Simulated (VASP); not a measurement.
# TiPdSe4 (F-43m) in VASP: a series of runs

The runs below take TiPdSe4 through single point, with PBE.

Program: VASP 6.6.1. These are calculated values, not measurements. Logs are shortened: lines on timing, memory, paths and dates and some standing lists are left out, and cuts for length are marked.

## (1) The cell of the first run

It takes space group F-43m (No. 216, cubic). Conventional cell: a = 9.534 Å, b = 9.534 Å, c = 9.534 Å, α = 90.00°, β = 90.00°, γ = 90.00°. Within 3.1 Å of Ti (site symmetry -43m) lie 4 Se at 2.34 Å. Pd (site symmetry -43m) has 12 Se at 4.01 Å and 4 Ti at 4.13 Å within 5.3 Å. Within 3.1 Å of Se (site symmetry 3m) lie 1 Ti at 2.34 Å and 3 Se at 2.93 Å.

## (2) Single point, PBE, collinear spin, ferromagnetic start

INCAR

```
PREC = Accurate
ENCUT = 520
EDIFF = 1E-7
ISMEAR = 0
SIGMA = 0.15
LREAL = F
LASPH = T
NELM = 150
ALGO = Normal
ISIF = 2
LWAVE = F
LCHARG = T
ISPIN = 2
MAGMOM = 1 0 0 0 0 0
LORBIT = 11
LMAXMIX = 4
GGA = PE
LELF = T
LVHAR = T
NBANDS = 36
```

KPOINTS

```
Automatic mesh
0
Gamma
  3 3 3
```

POSCAR

```
TiPdSe4
1.0
    0.0000000000      4.7668758713      4.7668758713
    4.7668758713      0.0000000000      4.7668758713
    4.7668758713      4.7668758713      0.0000000000
Ti Pd Se
1 1 4
Direct
    0.0000000000      0.0000000000      0.0000000000
    0.7500000000      0.7500000000      0.7500000000
    0.1414281747      0.1414281747      0.1414281747
    0.1414281747      0.1414281747      0.5757154759
    0.1414281747      0.5757154759      0.1414281747
    0.5757154759      0.1414281747      0.1414281747
```

Potentials or basis: VASP PAW PBE potentials, release 64 (Ti_sv, Pd, Se).

Started as:

```
$ cat potpaw_PBE.64/Ti_sv/POTCAR potpaw_PBE.64/Pd/POTCAR potpaw_PBE.64/Se/POTCAR > POTCAR
$ mpirun -np 1 vasp_std > vasp.out
```

OUTCAR:

```text
PREC = Accurate
   ENCUT = 520
   EDIFF = 1E-7
   ISMEAR = 0
   LREAL = F
   LASPH = T
   NELM = 150
   ISIF = 2
   ISPIN = 2
   LORBIT = 11
   GGA = PE

 ion  position               nearest neighbor table
   1  0.000  0.000  0.000-   4 2.34   5 2.34   6 2.34   3 2.34
   2  0.750  0.750  0.750-
   3  0.141  0.141  0.141-   1 2.34
   4  0.141  0.141  0.576-   1 2.34
   5  0.141  0.576  0.141-   1 2.34
   6  0.576  0.141  0.141-   1 2.34

  LATTYP: Found a face centered cubic cell.
 ALAT       =     9.5337517426

  Lattice vectors:

 A1 = (   0.0000000000,   4.7668758713,   4.7668758713)
 A2 = (   4.7668758713,   0.0000000000,   4.7668758713)
 A3 = (   4.7668758713,   4.7668758713,   0.0000000000)

Analysis of symmetry for initial positions (statically):
=====================================================================
 Subroutine PRICEL returns:
 Original cell was already a primitive cell.

 Routine SETGRP: Setting up the symmetry group for a
 face centered cubic supercell.

 Subroutine GETGRP returns: Found 24 space group operations
 (whereof 24 operations were pure point group operations)
 out of a pool of 48 trial point group operations.

The static configuration has the point symmetry T_d .

Analysis of symmetry for dynamics (positions and initial velocities):
=====================================================================
 Subroutine PRICEL returns:
 Original cell was already a primitive cell.

 Routine SETGRP: Setting up the symmetry group for a
 face centered cubic supercell.

 Subroutine GETGRP returns: Found 24 space group operations
 (whereof 24 operations were pure point group operations)
 out of a pool of 48 trial point group operations.

The dynamic configuration has the point symmetry T_d .

Analysis of structural, dynamic, and magnetic symmetry:
=====================================================================
 Subroutine PRICEL returns:
 Original cell was already a primitive cell.

 Routine SETGRP: Setting up the symmetry group for a
 face centered cubic supercell.

 Subroutine GETGRP returns: Found 24 space group operations
 (whereof 24 operations were pure point group operations)
 out of a pool of 48 trial point group operations.

The overall configuration has the point symmetry T_d .

 Subroutine INISYM returns: Found 24 space group operations
 (whereof 24 operations are pure point group operations),
 and found     1 'primitive' translations

----------------------------------------------------------------------------------------

                                     Primitive cell

  volume of cell :     216.6364

  direct lattice vectors                    reciprocal lattice vectors
     0.000000000  4.766875871  4.766875871    -0.104890501  0.104890501  0.104890501
     4.766875871  0.000000000  4.766875871     0.104890501 -0.104890501  0.104890501
     4.766875871  4.766875871  0.000000000     0.104890501  0.104890501 -0.104890501

  length of vectors
     6.741380507  6.741380507  6.741380507     0.181675678  0.181675678  0.181675678

  position of ions in fractional coordinates (direct lattice)
     0.000000000  0.000000000  0.000000000
     0.750000000  0.750000000  0.750000000
     0.141428175  0.141428175  0.141428175
     0.141428175  0.141428175  0.575715476
     0.141428175  0.575715476  0.141428175
     0.575715476  0.141428175  0.141428175

  ion indices of the primitive-cell ions
   primitive index   ion index
                 1           1
                 2           2
                 3           3
                 4           4
                 5           5
                 6           6

----------------------------------------------------------------------------------------

 KPOINTS: Automatic mesh

Automatic generation of k-mesh.
 Grid dimensions read from file:
 generate k-points for:    3    3    3

 Generating k-lattice:

  Cartesian coordinates                     Fractional coordinates (reciprocal lattice)
    -0.034963500  0.034963500  0.034963500     0.333333333  0.000000000  0.000000000
     0.034963500 -0.034963500  0.034963500     0.000000000  0.333333333  0.000000000
     0.034963500  0.034963500 -0.034963500     0.000000000  0.000000000  0.333333333

  Length of vectors
     0.060558559  0.060558559  0.060558559

  Shift w.r.t. Gamma in fractional coordinates (k-lattice)
     0.000000000  0.000000000  0.000000000

 Subroutine IBZKPT returns following result:
 ===========================================

 Found      4 irreducible k-points:

 Following reciprocal coordinates:
            Coordinates               Weight
  0.000000  0.000000  0.000000      1.000000
  0.333333  0.000000  0.000000      8.000000
  0.333333  0.333333  0.000000      6.000000
 -0.333333  0.333333  0.000000     12.000000
   k-points           NKPTS =      4   k-points in BZ     NKDIM =      4   number of bands    NBANDS=     36
   number of dos      NEDOS =    301   number of ions     NIONS =      6
   total plane-waves  NPLWV = 125000
   dimension x,y,z NGX =    50 NGY =   50 NGZ =   50
   dimension x,y,z NGXF=   100 NGYF=  100 NGZF=  100
   ions per type =               1   1   4
   NGX,Y,Z   is equivalent  to a cutoff of  12.33, 12.33, 12.33 a.u.
   NGXF,Y,Z  is equivalent  to a cutoff of  24.66, 24.66, 24.66 a.u.
 SYSTEM =  unknown system
   PREC   = accura    normal or accurate (medium, high low for compatibility)
   ISTART =      0    job   : 0-new  1-cont  2-samecut
   ICHARG =      2    charge: 1-file 2-atom 10-const
   ISPIN  =      2    spin polarized calculation?
   LNONCOLLINEAR =      F non collinear calculations
   LSORBIT =      F    spin-orbit coupling
   LASPH  =      T    aspherical Exc in radial PAW
   ENCUT  =  520.0 eV  38.22 Ry    6.18 a.u.  12.53 12.53 12.53*2*pi/ulx,y,z
   NELM   =    150;   NELMIN=  2; NELMDL= -5     # of ELM steps
   EDIFF  = 0.1E-06   stopping-criterion for ELM
   LREAL  =      F    real-space projection
   EDIFFG = 0.1E-05   stopping-criterion for IOM
   NSW    =      0    number of steps for IOM
   IBRION =     -1    ionic relax: 0-MD 1-quasi-New 2-CG
   NFREE  =      0    steps in history (QN), initial steepest desc. (CG)
   ISIF   =      2    stress and relaxation
   ISYM   =      2    0-nonsym 1-usesym 2-fastsym
   POTIM  = 0.5000    time-step for ionic-motion
   TEBEG  =    0.0;   TEEND  =   0.0 temperature during run
   PSTRESS=    0.0 pullay stress
   NELECT =      46.0000    total number of electrons
   NUPDOWN=      -1.0000    fix difference up-down
   EMIN   =  10.00;   EMAX   =-10.00  energy-range for DOS
   EFERMI =   0.00;   METHOD = LEGACY
   ISMEAR =     0;   SIGMA  =   0.15  broadening in eV -4-tet -1-fermi 0-gaus
   EFERMI_NEDOS =   21; number of points for ismear=-14 and -15
   IALGO  =     38    algorithm
   IMIX   =      4    mixing-type and parameters
     AMIX     =   0.40;   BMIX     =  1.00
     AMIX_MAG =   1.60;   BMIX_MAG =  1.00
  volume/ion in A,a.u.               =      36.11       243.66
  Fermi-wavevector in a.u.,A,eV,Ry     =   0.976675  1.845649 12.978528  0.953895
  Thomas-Fermi vector in A             =   2.107313
   LORBIT       =     11    0 simple, 1 ext, 2 COOP (PROOUT), +10 PAW based schemes
   GGA     = PE    functional components
   LHFCALC =     F    Hartree Fock is set to
   AEXX    =    0.0000 exact exchange contribution
   IVDW    =     0    specifies the selected vdW correction
   LEPSILON=     F    determine dielectric tensor
   LRPA    =     F    only Hartree local field effects (RPA)
 spin polarized calculation
 Gauss-broadening in eV      SIGMA  =   0.15
  energy-cutoff  :      520.00
  volume of cell :      216.64
 maximum number of plane-waves:      5846
 NGX is ok and might be reduce to    50
   NGX = 25   NGY = 25   NGZ = 25

 number of electron      45.9999999 magnetization       0.1088457

 number of electron      45.9999999 magnetization      -0.0002664

 Free energy of the ion-electron system (eV)
  ---------------------------------------------------
  ext. energy  EPLUGINS =         0.00000000
  ---------------------------------------------------
  free energy    TOTEN  =       -24.07404243 eV

  energy without entropy =      -23.97163617  energy(sigma->0) =      -24.02283930

 E-fermi :   0.4863     XC(G=0):  -7.4768

 val. band max:        0.2951039928   @ k =  -0.3333   0.3333   0.0000
 cond. band min:       0.5204002991   @ k =  -0.3333   0.3333   0.0000
 fundamental gap:      0.2252963063
 Fermi energy:         0.4862859769

 spin component 1

 k-point     1 :       0.0000    0.0000    0.0000
  band No.  band energies     occupation
      1     -55.8081      1.00000
      2     -32.1250      1.00000
      3     -32.1250      1.00000
      4     -32.1250      1.00000
      5     -13.0044      1.00000
      6     -11.1608      1.00000
[... 141 lines left out ...]
     34       6.7565      0.00000
     35       7.3599      0.00000
 Fermi energy:         0.4862859769

 spin component 2

 k-point     1 :       0.0000    0.0000    0.0000
  band No.  band energies     occupation
      1     -55.8081      1.00000
      2     -32.1250      1.00000
      3     -32.1250      1.00000
      4     -32.1250      1.00000
      5     -13.0044      1.00000
      6     -11.1609      1.00000
[... 141 lines left out ...]
     34       6.7565      0.00000
     35       7.3598      0.00000
 [bands above 35 left out]

------------------------ aborting loop because EDIFF is reached ----------------------------------------

  FORCE on cell =-STRESS in cart. coord.  units (eV):
  Direction    XX          YY          ZZ          XY          YZ          ZX
  --------------------------------------------------------------------------------------
  -------------------------------------------------------------------------------------
  Total        0.6670113      0.6670113      0.6670113     -0.0000000     -0.0000000      0.0000000
  in kB        4.9330130      4.9330130      4.9330130     -0.0000000     -0.0000000      0.0000000
  external PRESSURE =       4.9330130 kB  Pullay stress =       0.0000000 kB

 VOLUME and BASIS-vectors are now :
 -----------------------------------------------------------------------------
  energy-cutoff  :      520.00
  volume of cell :      216.64
      direct lattice vectors                 reciprocal lattice vectors
     0.000000000  4.766875871  4.766875871    -0.104890501  0.104890501  0.104890501
     4.766875871  0.000000000  4.766875871     0.104890501 -0.104890501  0.104890501
     4.766875871  4.766875871  0.000000000     0.104890501  0.104890501 -0.104890501

 POSITION                                       TOTAL-FORCE (eV/Angst)
 -----------------------------------------------------------------------------------
      0.00000      0.00000      0.00000         0.000000      0.000000      0.000000
      7.15031      7.15031      7.15031         0.000000      0.000000      0.000000
      1.34834      1.34834      1.34834         0.009385      0.009385      0.009385
      3.41853      3.41853      1.34834        -0.009385     -0.009385      0.009385
      3.41853      1.34834      3.41853        -0.009385      0.009385     -0.009385
      1.34834      3.41853      3.41853         0.009385     -0.009385     -0.009385
 -----------------------------------------------------------------------------------
    total drift:                                0.000001      0.000001      0.000001

  FREE ENERGIE OF THE ION-ELECTRON SYSTEM (eV)
  ---------------------------------------------------
  free  energy   TOTEN  =       -24.0740424344 eV

  energy  without entropy=      -23.9716361730  energy(sigma->0) =      -24.02283930

 total charge

# of ion       s       p       d       tot
------------------------------------------
    1        2.238   6.157   2.028  10.423
    2        0.079   0.026   8.797   8.901
    3        1.503   2.214   0.033   3.750
    4        1.503   2.214   0.033   3.750
    5        1.503   2.214   0.033   3.750
    6        1.503   2.214   0.033   3.750
--------------------------------------------------
tot          8.328  15.038  10.957  34.323

 magnetization (x)

# of ion       s       p       d       tot
------------------------------------------
    1       -0.000  -0.000   0.000   0.000
    2       -0.000  -0.000  -0.000  -0.000
    3       -0.000  -0.000  -0.000  -0.000
    4       -0.000  -0.000  -0.000  -0.000
    5       -0.000  -0.000  -0.000  -0.000
    6       -0.000  -0.000  -0.000  -0.000
--------------------------------------------------
tot         -0.000  -0.000  -0.000  -0.000
```

Run time: 80 s. Hardware: 1 thread of Intel Xeon 6975P-C (Granite Rapids), shared host; peak memory 0.45 GiB.

What came out:

| Quantity | Value |
| --- | --- |
| Free energy | -24.0740 eV |
| Pressure | 0.5 GPa |
| Largest force | 0.016 eV/Å |
| Band gap on the k mesh | zero (filled and empty bands overlap) |
| Net moment | 0.00 μB per cell |
| Valence electrons inside the program's atomic spheres | Ti 10.42; Pd 8.90; Se 3.75 |

Forces in eV/Å, atoms in the order of the input:
```
Ti   0.000  0.000  0.000
Pd   0.000  0.000  0.000
Se   0.009  0.009  0.009
Se  -0.009 -0.009  0.009
Se  -0.009  0.009 -0.009
Se   0.009 -0.009 -0.009
```

Caveat: the k points lie up to 0.38 Å⁻¹ apart.

## (3) Single point, PBE, collinear spin, ferromagnetic start

This run uses another cell than the first one, of 20.57 Å³/atom, 0.570 times its volume.

INCAR

```
PREC = Accurate ; ENCUT = 520
EDIFF = 1E-6 ; ISMEAR = 0
SIGMA = 0.15 ; LREAL = F
LASPH = T ; NELM = 150
ALGO = Normal ; ISIF = 2
LWAVE = F ; LCHARG = F
ISPIN = 2 ; MAGMOM = 1 0 0 0 0 0
LORBIT = 11 ; LMAXMIX = 4
GGA = PE ; NBANDS = 36
```

KPOINTS

```
regular mesh
0
Gamma
  3 3 3
```

POSCAR

```
TiPdSe4
1.0
    0.0000000000      3.9519027882      3.9519027882
    3.9519027882      0.0000000000      3.9519027882
    3.9519027882      3.9519027882      0.0000000000
Ti Pd Se
1 1 4
Direct
    0.7500000000      0.7500000000      0.7500000000
    0.0000000000      0.0000000000      0.0000000000
    0.8744237150      0.3751920950      0.3751920950
    0.3751920950      0.3751920950      0.3751920950
    0.3751920950      0.8744237150      0.3751920950
    0.3751920950      0.3751920950      0.8744237150
```

Potentials or basis: VASP PAW PBE potentials, release 64 (Ti_sv, Pd, Se).

Started as:

```
$ cat potpaw_PBE.64/Ti_sv/POTCAR potpaw_PBE.64/Pd/POTCAR potpaw_PBE.64/Se/POTCAR > POTCAR
$ mpirun -np 1 vasp_std > vasp.out
```

Run time: 46 s. Hardware: 1 thread of AMD EPYC 9R45 (Zen 5), shared host; peak memory 0.29 GiB.

Results (log left out):

* Free energy: -23.1901 eV
* Pressure: -0.4 GPa
* Largest force: 0.118 eV/Å
* Band gap on the k mesh: zero (filled and empty bands overlap)
* Net moment: 0.00 μB per cell
* Valence electrons inside the program's atomic spheres: Ti 9.90; Pd 9.07; Se 3.71

Forces on the atoms (eV/Å):
```
Ti   0.000  0.000  0.000
Pd   0.000  0.000  0.000
Se  -0.068  0.068  0.068
Se  -0.068 -0.068 -0.068
Se   0.068 -0.068  0.068
Se   0.068  0.068 -0.068
```

Levels at points of the mesh, in eV from the Fermi level:
Spin up:
```tsv
k point	band 19	band 20	band 21	band 22	band 23	band 24	band 25	band 26	band 27	band 28
(0.00, 0.00, 0.00)	-0.93	-0.93	0.45	0.45	0.45	0.86	0.86	1.59	1.59	1.59
```
Spin down:
```csv
k point,band 21,band 22,band 23,band 24,band 25,band 26
"(0.00, 0.00, 0.00)",0.45,0.45,0.45,0.86,0.86,1.59
```

Caveat: the k points lie up to 0.46 Å⁻¹ apart.

## (4) Single point, PBE, collinear spin, ferromagnetic start

This run uses another cell than the first one, of 20.61 Å³/atom, 0.571 times its volume.

INCAR

```
SYSTEM = TiPdSe4
ALGO = Normal
EDIFF = 1E-6
ENCUT = 520
GGA = PE
ISIF = 2
ISMEAR = 0
ISPIN = 2
LASPH = .True.
LCHARG = .False.
LMAXMIX = 4
LORBIT = 11
LREAL = .False.
LWAVE = .False.
MAGMOM = 1 0 0 0 0 0
NBANDS = 36
NELM = 150
PREC = Accurate
SIGMA = 0.15
```

KPOINTS

```
k-points
0
Gamma
  3 3 3
  0 0 0
```

POSCAR

```
TiPdSe4
1.0
    0.0000000000      3.9544516173      3.9544516173
    3.9544516173      0.0000000000      3.9544516173
    3.9544516173      3.9544516173      0.0000000000
Ti Pd Se
1 1 4
Direct
    0.2500000000      0.2500000000      0.2500000000
    0.0000000000      0.0000000000      0.0000000000
    0.6248997091      0.6248997091      0.1253008726
    0.6248997091      0.1253008726      0.6248997091
    0.1253008726      0.6248997091      0.6248997091
    0.6248997091      0.6248997091      0.6248997091
```

Started as:

```
$ cat potpaw_PBE.64/Ti_sv/POTCAR potpaw_PBE.64/Pd/POTCAR potpaw_PBE.64/Se/POTCAR > POTCAR
$ mpirun -np 1 vasp_std > vasp.out
```

It took 47 s on 1 thread of AMD EPYC 9R45 (Zen 5), shared host; peak memory 0.28 GiB.

It converged, with:

* Free energy: -23.1900 eV
* Pressure: -0.5 GPa
* Largest force: 0.094 eV/Å
* Band gap on the k mesh: zero (filled and empty bands overlap)
* Net moment: 0.00 μB per cell
* Valence electrons inside the program's atomic spheres: Ti 9.90; Pd 9.07; Se 3.71

Forces in eV/Å, atoms in the order of the input:
```
Ti   0.000  0.000  0.000
Pd   0.000  0.000  0.000
Se  -0.055 -0.055  0.055
Se  -0.055  0.055 -0.055
Se   0.055 -0.055 -0.055
Se   0.055  0.055  0.055
```

Levels at points of the mesh, in eV from the Fermi level:
Spin up:
```csv
k point,band 20,band 21,band 22,band 23,band 24,band 25,band 26,band 27
"(0.00, 0.00, 0.00)",-0.93,0.45,0.45,0.45,0.86,0.86,1.59,1.59
```
Spin down:
```tsv
k point	band 21	band 22	band 23	band 24	band 25	band 26
(0.00, 0.00, 0.00)	0.45	0.45	0.45	0.86	0.86	1.59
```

Caveat: the k points lie up to 0.46 Å⁻¹ apart.

## (5) The runs side by side

| cell | gap on the mesh (eV) | pressure (GPa) | moment (μB) | largest force (eV/Å) |
| --- | --- | --- | --- | --- |
| a = 6.741 Å, angles 60.0°, 6 atoms | none | 0.5 | 0.00 | 0.02 |
| a = 5.589 Å, angles 60.0°, 6 atoms | none | -0.4 | 0.00 | 0.12 |
| a = 5.592 Å, angles 60.0°, 6 atoms | none | -0.5 | 0.00 | 0.09 |

Alike in all rows: task single point; level PBE; potentials or basis VASP PAW PBE potentials, release 64 (Ti_sv, Pd, Se); spin collinear, ferromagnetic start; k mesh 3 × 3 × 3; cutoff (eV) 520; smearing gaussian 0.15 eV.

Caveats: all runs use coarse meshes.

Absolute energies hang on the potentials; compare differences alone.
